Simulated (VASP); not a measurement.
# CdInO4 (P4/mmm) in VASP: a series of runs, part 2 of 3

VASP 6.6.1.

### Step 3. Single point, PBE

This run uses another cell than the first one, of 20.42 Å³/atom.

File INCAR:

```
SYSTEM = CdInO4
ALGO = Normal
EDIFF = 1E-6
ENCUT = 520
GGA = PE
ISIF = 2
ISMEAR = 0
LASPH = .True.
LCHARG = .True.
LELF = .True.
LREAL = .False.
LVHAR = .True.
LWAVE = .False.
NBANDS = 34
NELM = 80
PREC = Accurate
SIGMA = 0.1
```

File KPOINTS:

```
k-points
0
Gamma
  4 4 4
  0 0 0
```

File POSCAR:

```
CdInO4
1.0
    4.2710756000      0.0000000000      0.0000000000
    0.0000000000      4.2710756000      0.0000000000
    0.0000000000      0.0000000000      6.7159523700
Cd In O
1 1 4
Direct
    0.5000000000      0.5000000000      0.5000000000
    0.0000000000      0.0000000000      0.0000000000
    0.0000000000      0.0000000000      0.6788081900
    0.5000000000      0.0000000000      0.0000000000
    0.0000000000      0.5000000000      0.0000000000
    0.0000000000      0.0000000000      0.3211918100
```

Potentials or basis: VASP PAW PBE potentials, release 64 (Cd, In_d, O).

Started as:

```
> cat potpaw_PBE.64/Cd/POTCAR potpaw_PBE.64/In_d/POTCAR potpaw_PBE.64/O/POTCAR > POTCAR
> mpirun -np 1 vasp_std > vasp.out
```

It took 52 s on 1 thread of Intel Xeon Platinum 8488C (Sapphire Rapids), shared host; peak memory 0.25 GiB.

The run converged. Its results:

| Property | Result |
| --- | --- |
| Free energy | -20.8564 eV |
| Pressure | -8.6 GPa |
| Largest force | 0.892 eV/Å |
| Band gap on the k mesh | zero (an odd number of electrons rules out a gap without spin polarisation) |

Forces in eV/Å, atoms in the order of the input:
```
Cd   0.000  0.000  0.000
In   0.000  0.000  0.000
O    0.000  0.000 -0.892
O    0.000  0.000  0.000
O    0.000  0.000  0.000
O    0.000  0.000  0.892
```

Stress tensor (GPa, compression positive):
```
-9.75  0.00  0.00
 0.00 -9.75  0.00
 0.00  0.00 -6.19
```

Levels at points of the mesh, in eV from the Fermi level:
```tsv
k point	band 23	band 24	band 25	band 26	band 27	band 28
(0.00, 0.00, 0.00)	-0.33	-0.33	-0.31	-0.31	-0.05	4.55
(0.50, 0.00, 0.00)	-0.45	-0.31	-0.11	0.13	1.26	4.23
(0.50, 0.50, 0.00)	0.15	0.16	0.16	0.33	0.49	5.57
(0.00, 0.00, 0.50)	-0.33	-0.33	-0.24	-0.24	0.22	4.07
(0.50, 0.00, 0.50)	-0.45	-0.29	-0.25	0.55	1.30	4.49
(0.50, 0.50, 0.50)	-0.16	0.15	0.33	0.33	0.63	5.63
```

Caveat: the k points lie up to 0.37 Å⁻¹ apart, too coarse for converged energies and pressures of a metal; spin-orbit coupling is left out, which moves the levels of the heavy elements; an odd number of electrons without spin polarisation forces a metal; a magnetic or distorted state may lie lower.

### Step 4. Single point, PBE

This run uses another cell than the first one, of 16.43 Å³/atom.

File INCAR:

```
SYSTEM = CdInO4
PREC = Accurate
ENCUT = 520
EDIFF = 1E-6
ISMEAR = 0
SIGMA = 0.1
LREAL = .False.
LASPH = .True.
NELM = 60
ALGO = Normal
ISIF = 2
LWAVE = .False.
LCHARG = .True.
GGA = PE
LELF = .True.
LVHAR = .True.
NBANDS = 34
```

File KPOINTS:

```
regular mesh
0
Gamma
  10 10 6
  0 0 0
```

File POSCAR:

```
CdInO4
1.0
    4.0292555065      0.0000000000      0.0000000000
    0.0000000000      4.0292555065      0.0000000000
    0.0000000000      0.0000000000      6.0709307245
Cd In O
1 1 4
Direct
    0.5000000000      0.5000000000      0.5000000000
    0.0000000000      0.0000000000      0.0000000000
    0.0000000000      0.0000000000      0.6164920555
    0.5000000000      0.0000000000      0.0000000000
    0.0000000000      0.5000000000      0.0000000000
    0.0000000000      0.0000000000      0.3835079445
```

Potentials or basis: VASP PAW PBE potentials, release 64 (Cd, In_d, O).

Started as:

```
> cat potpaw_PBE.64/Cd/POTCAR potpaw_PBE.64/In_d/POTCAR potpaw_PBE.64/O/POTCAR > POTCAR
> mpirun -np 1 vasp_std > vasp.out
```

OUTCAR:

```text
SYSTEM = CdInO4
   PREC = Accurate
   ENCUT = 520
   EDIFF = 1E-6
   ISMEAR = 0
   LREAL = .False.
   LASPH = .True.
   NELM = 60
   ISIF = 2
   GGA = PE

 ion  position               nearest neighbor table
   1  0.500  0.500  0.500-
   2  0.000  0.000  0.000-   4 2.01   5 2.01   5 2.01   4 2.01   3 2.33   6 2.33
   3  0.000  0.000  0.616-   6 1.41   2 2.33
   4  0.500  0.000  0.000-   2 2.01   2 2.01
   5  0.000  0.500  0.000-   2 2.01   2 2.01
   6  0.000  0.000  0.384-   3 1.41   2 2.33

  LATTYP: Found a simple tetragonal cell.
 ALAT       =     4.0292555065
 C/A-ratio  =     1.5067127698

  Lattice vectors:

 A1 = (   4.0292555065,   0.0000000000,   0.0000000000)
 A2 = (   0.0000000000,   4.0292555065,   0.0000000000)
 A3 = (   0.0000000000,   0.0000000000,   6.0709307245)

Analysis of symmetry for initial positions (statically):
=====================================================================
 Subroutine PRICEL returns:
 Original cell was already a primitive cell.

 Routine SETGRP: Setting up the symmetry group for a
 simple tetragonal supercell.

 Subroutine GETGRP returns: Found 16 space group operations
 (whereof 16 operations were pure point group operations)
 out of a pool of 16 trial point group operations.

The static configuration has the point symmetry D_4h.

Analysis of symmetry for dynamics (positions and initial velocities):
=====================================================================
 Subroutine PRICEL returns:
 Original cell was already a primitive cell.

 Routine SETGRP: Setting up the symmetry group for a
 simple tetragonal supercell.

 Subroutine GETGRP returns: Found 16 space group operations
 (whereof 16 operations were pure point group operations)
 out of a pool of 16 trial point group operations.

The dynamic configuration has the point symmetry D_4h.

 Subroutine INISYM returns: Found 16 space group operations
 (whereof 16 operations are pure point group operations),
 and found     1 'primitive' translations

----------------------------------------------------------------------------------------

                                     Primitive cell

  volume of cell :      98.5610

  direct lattice vectors                    reciprocal lattice vectors
     4.029255507  0.000000000  0.000000000     0.248184807  0.000000000  0.000000000
     0.000000000  4.029255507  0.000000000     0.000000000  0.248184807  0.000000000
     0.000000000  0.000000000  6.070930725     0.000000000  0.000000000  0.164719389

  length of vectors
     4.029255507  4.029255507  6.070930725     0.248184807  0.248184807  0.164719389

  position of ions in fractional coordinates (direct lattice)
     0.500000000  0.500000000  0.500000000
     0.000000000  0.000000000  0.000000000
     0.000000000  0.000000000  0.616492055
     0.500000000  0.000000000  0.000000000
     0.000000000  0.500000000  0.000000000
     0.000000000  0.000000000  0.383507945

  ion indices of the primitive-cell ions
   primitive index   ion index
                 1           1
                 2           2
                 3           3
                 4           4
                 5           5
                 6           6

----------------------------------------------------------------------------------------
[... 30 lines left out ...]
  0.300000  0.000000  0.000000      4.000000
  0.400000  0.000000  0.000000      4.000000
  0.500000  0.000000  0.000000      2.000000
[... 16 lines left out ...]
  0.100000  0.000000  0.166667      8.000000
  0.200000  0.000000  0.166667      8.000000
 [... further k-points ...]
   k-points           NKPTS =     84   k-points in BZ     NKDIM =     84   number of bands    NBANDS=     34
   number of dos      NEDOS =    301   number of ions     NIONS =      6
   total plane-waves  NPLWV =  43200
   dimension x,y,z NGX =    30 NGY =   30 NGZ =   48
   dimension x,y,z NGXF=    60 NGYF=   60 NGZF=   96
   ions per type =               1   1   4
   NGX,Y,Z   is equivalent  to a cutoff of  12.38, 12.38, 13.14 a.u.
   NGXF,Y,Z  is equivalent  to a cutoff of  24.76, 24.76, 26.29 a.u.
 SYSTEM =  CdInO4
   PREC   = accura    normal or accurate (medium, high low for compatibility)
   ISTART =      0    job   : 0-new  1-cont  2-samecut
   ICHARG =      2    charge: 1-file 2-atom 10-const
   ISPIN  =      1    spin polarized calculation?
   LNONCOLLINEAR =      F non collinear calculations
   LSORBIT =      F    spin-orbit coupling
   LASPH  =      T    aspherical Exc in radial PAW
   ENCUT  =  520.0 eV  38.22 Ry    6.18 a.u.   7.49  7.49 11.29*2*pi/ulx,y,z
   NELM   =     60;   NELMIN=  2; NELMDL= -5     # of ELM steps
   EDIFF  = 0.1E-05   stopping-criterion for ELM
   LREAL  =      F    real-space projection
   EDIFFG = 0.1E-04   stopping-criterion for IOM
   NSW    =      0    number of steps for IOM
   IBRION =     -1    ionic relax: 0-MD 1-quasi-New 2-CG
   NFREE  =      0    steps in history (QN), initial steepest desc. (CG)
   ISIF   =      2    stress and relaxation
   ISYM   =      2    0-nonsym 1-usesym 2-fastsym
   POTIM  = 0.5000    time-step for ionic-motion
   TEBEG  =    0.0;   TEEND  =   0.0 temperature during run
   PSTRESS=    0.0 pullay stress
   NELECT =      49.0000    total number of electrons
   NUPDOWN=      -1.0000    fix difference up-down
   EMIN   =  10.00;   EMAX   =-10.00  energy-range for DOS
   EFERMI =   0.00;   METHOD = LEGACY
   ISMEAR =     0;   SIGMA  =   0.10  broadening in eV -4-tet -1-fermi 0-gaus
   EFERMI_NEDOS =   21; number of points for ismear=-14 and -15
   IALGO  =     38    algorithm
   IMIX   =      4    mixing-type and parameters
     AMIX     =   0.40;   BMIX     =  1.00
     AMIX_MAG =   1.60;   BMIX_MAG =  1.00
  volume/ion in A,a.u.               =      16.43       110.85
  Fermi-wavevector in a.u.,A,eV,Ry     =   1.296896  2.450779 22.884181  1.681940
  Thomas-Fermi vector in A             =   2.428323
   LORBIT       =      0    0 simple, 1 ext, 2 COOP (PROOUT), +10 PAW based schemes
   GGA     = PE    functional components
   LHFCALC =     F    Hartree Fock is set to
   AEXX    =    0.0000 exact exchange contribution
   IVDW    =     0    specifies the selected vdW correction
   LEPSILON=     F    determine dielectric tensor
   LRPA    =     F    only Hartree local field effects (RPA)
 non-spin polarized calculation
 Gauss-broadening in eV      SIGMA  =   0.10
  energy-cutoff  :      520.00
  volume of cell :       98.56
 maximum number of plane-waves:      2695
 NGX is ok and might be reduce to    30
   NGX = 15   NGY = 15   NGZ = 23

 number of electron      48.9999977 magnetization

 Free energy of the ion-electron system (eV)
  ---------------------------------------------------
  ext. energy  EPLUGINS =         0.00000000
  ---------------------------------------------------
  free energy    TOTEN  =       -23.20547919 eV

  energy without entropy =      -23.15667318  energy(sigma->0) =      -23.18107619

 E-fermi :   1.3676     XC(G=0):  -9.4762

 val. band max:        1.3665065569   @ k =   0.4000   0.4000   0.1667
 cond. band min:       1.3690312823   @ k =   0.5000   0.3000   0.5000
 fundamental gap:      0.0025247254
 Fermi energy:         1.3676253404

 k-point     1 :       0.0000    0.0000    0.0000
  band No.  band energies     occupation
      1     -20.5488      2.00000
      2     -16.0470      2.00000
      3     -15.7445      2.00000
      4     -13.2046      2.00000
      5     -11.1331      2.00000
      6     -11.1331      2.00000
[... 877 lines left out ...]
     33      12.1284      0.00000
     34      12.8538      0.00000

 [... further k-points ...]

------------------------ aborting loop because EDIFF is reached ----------------------------------------

  FORCE on cell =-STRESS in cart. coord.  units (eV):
  Direction    XX          YY          ZZ          XY          YZ          ZX
  --------------------------------------------------------------------------------------
  -------------------------------------------------------------------------------------
  Total        0.1703077      0.1703077      0.2673274      0.0000000      0.0000000      0.0000000
  in kB        2.7684706      2.7684706      4.3455944      0.0000000      0.0000000      0.0000000
  external PRESSURE =       3.2941785 kB  Pullay stress =       0.0000000 kB

 VOLUME and BASIS-vectors are now :
 -----------------------------------------------------------------------------
  energy-cutoff  :      520.00
  volume of cell :       98.56
      direct lattice vectors                 reciprocal lattice vectors
     4.029255507  0.000000000  0.000000000     0.248184807  0.000000000  0.000000000
     0.000000000  4.029255507  0.000000000     0.000000000  0.248184807  0.000000000
     0.000000000  0.000000000  6.070930725     0.000000000  0.000000000  0.164719389

 POSITION                                       TOTAL-FORCE (eV/Angst)
 -----------------------------------------------------------------------------------
      2.01463      2.01463      3.03547        -0.000000      0.000000      0.000000
      0.00000      0.00000      0.00000        -0.000000      0.000000      0.000000
      0.00000      0.00000      3.74268        -0.000000      0.000000      0.270399
      2.01463      0.00000      0.00000        -0.000000      0.000000      0.000000
      0.00000      2.01463      0.00000        -0.000000      0.000000      0.000000
      0.00000      0.00000      2.32825         0.000000      0.000000     -0.270399
 -----------------------------------------------------------------------------------
    total drift:                                0.000000     -0.000000      0.000000

  FREE ENERGIE OF THE ION-ELECTRON SYSTEM (eV)
  ---------------------------------------------------
  free  energy   TOTEN  =       -23.2054791936 eV

  energy  without entropy=      -23.1566731764  energy(sigma->0) =      -23.18107619
```

Wall time 3.6 min (1 thread of Intel Xeon Platinum 8488C (Sapphire Rapids), shared host); peak memory 0.37 GiB.

What came out:

| Item | Value |
| --- | --- |
| Free energy | -23.2055 eV |
| Pressure | 0.3 GPa |
| Largest force | 0.270 eV/Å |
| Band gap on the k mesh | zero (an odd number of electrons rules out a gap without spin polarisation) |

Forces in eV/Å, atoms in the order of the input:
```
Cd   0.000  0.000  0.000
In   0.000  0.000  0.000
O    0.000  0.000  0.270
O    0.000  0.000  0.000
O    0.000  0.000  0.000
O    0.000  0.000 -0.270
```

Stress tensor (GPa, compression positive):
```
0.28 0.00 0.00
0.00 0.28 0.00
0.00 0.00 0.43
```

Caveat: spin-orbit coupling is left out, which moves the levels of the heavy elements; an odd number of electrons without spin polarisation forces a metal; a magnetic or distorted state may lie lower.

[end of part 2 of 3]

The gap in the log of VASP goes by the Fermi energy; the results here count the filled bands.